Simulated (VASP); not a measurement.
# GaAs in VASP: settings compared

Aim: see how the results for GaAs move with the level of theory and the settings. Levels: r2SCAN, PBE. Tasks: single point.

All numbers are computed with VASP 6.6.1; they aren't measurements. Logs are shortened: lines on timing, memory, paths and dates and some standing lists are left out, and cuts for length are marked.

## 1. The cell of the first run

The structure is cubic, space group F-43m (No. 216). The conventional cell has a = 5.666 Å, b = 5.666 Å, c = 5.666 Å, α = 90.00°, β = 90.00°, γ = 90.00°. Within 3.2 Å of Ga (site symmetry -43m) lie 4 As at 2.45 Å. As (site symmetry -43m) has 4 Ga at 2.45 Å within 3.2 Å.

## 2. Single point, r2SCAN

Input file POSCAR:

```
GaAs
1.0
    0.0000000000      2.8330850953      2.8330850953
    2.8330850953      0.0000000000      2.8330850953
    2.8330850953      2.8330850953      0.0000000000
Ga As
1 1
Direct
    0.0000000000      0.0000000000      0.0000000000
    0.2500000000      0.2500000000      0.2500000000
```

Input file INCAR.step1:

```
SYSTEM = GaAs
PREC = Accurate ; ENCUT = 520
ISMEAR = 0 ; SIGMA = 0.01
LREAL = .False. ; LASPH = .True.
NELM = 100 ; NBANDS = 16
GGA = PE ; ALGO = Normal
EDIFF = 1E-4 ; LWAVE = .True.
LCHARG = .False.
```

Input file INCAR.step2:

```
SYSTEM = GaAs
PREC = Accurate ; ENCUT = 520
EDIFF = 1E-6 ; ISMEAR = 0
SIGMA = 0.01 ; LREAL = .False.
LASPH = .True. ; NELM = 100
ALGO = Normal ; ISIF = 2
LWAVE = .False. ; LCHARG = .False.
METAGGA = R2SCAN ; LMIXTAU = .True.
NBANDS = 16 ; ISTART = 1
```

Input file KPOINTS:

```
regular mesh
0
Gamma
  8 8 8
  0 0 0
```

Potentials or basis: VASP PAW PBE potentials, release 64 (Ga_d, As).

Run with:

```console
$ cat potpaw_PBE.64/Ga_d/POTCAR potpaw_PBE.64/As/POTCAR > POTCAR
$ cp INCAR.step1 INCAR
$ mpirun -np 1 vasp_std > vasp.out
$ cp INCAR.step2 INCAR
$ mpirun -np 1 vasp_std > vasp.out
```

OUTCAR:

```text
SYSTEM = GaAs
   PREC = Accurate
   ENCUT = 520
   EDIFF = 1E-6
   ISMEAR = 0
   LREAL = .False.
   LASPH = .True.
   NELM = 100
   ISIF = 2
   METAGGA = R2SCAN
   ISTART = 1

 ion  position               nearest neighbor table
   1  0.000  0.000  0.000-   2 2.45   2 2.45   2 2.45   2 2.45
   2  0.250  0.250  0.250-   1 2.45   1 2.45   1 2.45   1 2.45

  LATTYP: Found a face centered cubic cell.
 ALAT       =     5.6661701906

  Lattice vectors:

 A1 = (   0.0000000000,   2.8330850953,   2.8330850953)
 A2 = (   2.8330850953,   0.0000000000,   2.8330850953)
 A3 = (   2.8330850953,   2.8330850953,   0.0000000000)

Analysis of symmetry for initial positions (statically):
=====================================================================
 Subroutine PRICEL returns:
 Original cell was already a primitive cell.

 Routine SETGRP: Setting up the symmetry group for a
 face centered cubic supercell.

 Subroutine GETGRP returns: Found 24 space group operations
 (whereof 24 operations were pure point group operations)
 out of a pool of 48 trial point group operations.

The static configuration has the point symmetry T_d .

Analysis of symmetry for dynamics (positions and initial velocities):
=====================================================================
 Subroutine PRICEL returns:
 Original cell was already a primitive cell.

 Routine SETGRP: Setting up the symmetry group for a
 face centered cubic supercell.

 Subroutine GETGRP returns: Found 24 space group operations
 (whereof 24 operations were pure point group operations)
 out of a pool of 48 trial point group operations.

The dynamic configuration has the point symmetry T_d .

 Subroutine INISYM returns: Found 24 space group operations
 (whereof 24 operations are pure point group operations),
 and found     1 'primitive' translations

----------------------------------------------------------------------------------------

                                     Primitive cell

  volume of cell :      45.4788

  direct lattice vectors                    reciprocal lattice vectors
     0.000000000  2.833085095  2.833085095    -0.176486051  0.176486051  0.176486051
     2.833085095  0.000000000  2.833085095     0.176486051 -0.176486051  0.176486051
     2.833085095  2.833085095  0.000000000     0.176486051  0.176486051 -0.176486051

  length of vectors
     4.006587365  4.006587365  4.006587365     0.305682807  0.305682807  0.305682807

[... 80 lines left out ...]
   EDIFF  = 0.1E-05   stopping-criterion for ELM
   LREAL  =      F    real-space projection
   EDIFFG = 0.1E-04   stopping-criterion for IOM
   NSW    =      0    number of steps for IOM
   IBRION =     -1    ionic relax: 0-MD 1-quasi-New 2-CG
   NFREE  =      0    steps in history (QN), initial steepest desc. (CG)
   ISIF   =      2    stress and relaxation
   ISYM   =      2    0-nonsym 1-usesym 2-fastsym
   POTIM  = 0.5000    time-step for ionic-motion
   TEBEG  =    0.0;   TEEND  =   0.0 temperature during run
   PSTRESS=    0.0 pullay stress
   NELECT =      18.0000    total number of electrons
   NUPDOWN=      -1.0000    fix difference up-down
   EMIN   =  10.00;   EMAX   =-10.00  energy-range for DOS
   EFERMI =   0.00;   METHOD = LEGACY
   ISMEAR =     0;   SIGMA  =   0.01  broadening in eV -4-tet -1-fermi 0-gaus
   EFERMI_NEDOS =   21; number of points for ismear=-14 and -15
   IALGO  =     38    algorithm
   IMIX   =      4    mixing-type and parameters
     AMIX     =   0.40;   BMIX     =  1.00
     AMIX_MAG =   1.60;   BMIX_MAG =  1.00
  volume/ion in A,a.u.               =      22.74       153.45
  Fermi-wavevector in a.u.,A,eV,Ry     =   1.201977  2.271407 19.656990  1.444748
  Thomas-Fermi vector in A             =   2.337771
   LORBIT       =      0    0 simple, 1 ext, 2 COOP (PROOUT), +10 PAW based schemes
   METAGGA = R2SCAN    functional components
   LHFCALC =     F    Hartree Fock is set to
   AEXX    =    0.0000 exact exchange contribution
   IVDW    =     0    specifies the selected vdW correction
   LEPSILON=     F    determine dielectric tensor
   LRPA    =     F    only Hartree local field effects (RPA)
 non-spin polarized calculation
 Gauss-broadening in eV      SIGMA  =   0.01
  energy-cutoff  :      520.00
  volume of cell :       45.48
 maximum number of plane-waves:      1243
 NGX is ok and might be reduce to    30
   NGX = 15   NGY = 15   NGZ = 15

 number of electron      17.9999990 magnetization

 Free energy of the ion-electron system (eV)
  ---------------------------------------------------
  ext. energy  EPLUGINS =         0.00000000
  ---------------------------------------------------
  free energy    TOTEN  =       -27.05325005 eV

  energy without entropy =      -27.05325005  energy(sigma->0) =      -27.05325005

 E-fermi :   3.7166     XC(G=0): -10.2235

 val. band max:        3.6170942496   @ k =   0.0000   0.0000   0.0000
 cond. band min:       4.5605568268   @ k =   0.0000   0.0000   0.0000
 fundamental gap:      0.9434625772
 Fermi energy:         3.7166142588

 k-point     1 :       0.0000    0.0000    0.0000
  band No.  band energies     occupation
      1     -11.6073      2.00000
      2     -11.6073      2.00000
      3     -11.6073      2.00000
      4     -11.5196      2.00000
      5     -11.5196      2.00000
      6      -9.5443      2.00000
[... 433 lines left out ...]
      3     -11.5730      2.00000
      4     -11.5241      2.00000
      5     -11.5159      2.00000
      6      -7.3589      2.00000
[... 8 lines left out ...]
     15      15.8958      0.00000
     16      16.4652      0.00000

 [... further k-points ...]

------------------------ aborting loop because EDIFF is reached ----------------------------------------

  FORCE on cell =-STRESS in cart. coord.  units (eV):
  Direction    XX          YY          ZZ          XY          YZ          ZX
  --------------------------------------------------------------------------------------
  -------------------------------------------------------------------------------------
  Total        0.0375348      0.0375348      0.0375348      0.0000000      0.0000000      0.0000000
  in kB        1.3223184      1.3223184      1.3223184      0.0000000      0.0000000      0.0000000
  external PRESSURE =       1.3223184 kB  Pullay stress =       0.0000000 kB

 VOLUME and BASIS-vectors are now :
 -----------------------------------------------------------------------------
  energy-cutoff  :      520.00
  volume of cell :       45.48
      direct lattice vectors                 reciprocal lattice vectors
     0.000000000  2.833085095  2.833085095    -0.176486051  0.176486051  0.176486051
     2.833085095  0.000000000  2.833085095     0.176486051 -0.176486051  0.176486051
     2.833085095  2.833085095  0.000000000     0.176486051  0.176486051 -0.176486051

 POSITION                                       TOTAL-FORCE (eV/Angst)
 -----------------------------------------------------------------------------------
      0.00000      0.00000      0.00000        -0.000000     -0.000000     -0.000000
      1.41654      1.41654      1.41654         0.000000      0.000000      0.000000
 -----------------------------------------------------------------------------------
    total drift:                                0.000001      0.000001      0.000001

  FREE ENERGIE OF THE ION-ELECTRON SYSTEM (eV)
  ---------------------------------------------------
  free  energy   TOTEN  =       -27.0532500501 eV

  energy  without entropy=      -27.0532500501  energy(sigma->0) =      -27.05325005
```

Run time: 45 s. Hardware: 1 thread of Intel Xeon 6975P-C (Granite Rapids), shared host; peak memory 0.17 GiB.

What came out:

```yaml
Free_energy: -27.0533 eV
Pressure: 0.1 GPa
Band_gap_on_the_k_mesh: 0.94 eV, direct
```

Caveat: the PAW data sets were made with another functional, which shifts forces and pressure a little. r2SCAN opens gaps a little over a GGA but as a rule still falls short of measured ones.

(Continued in part 2 of 2.)
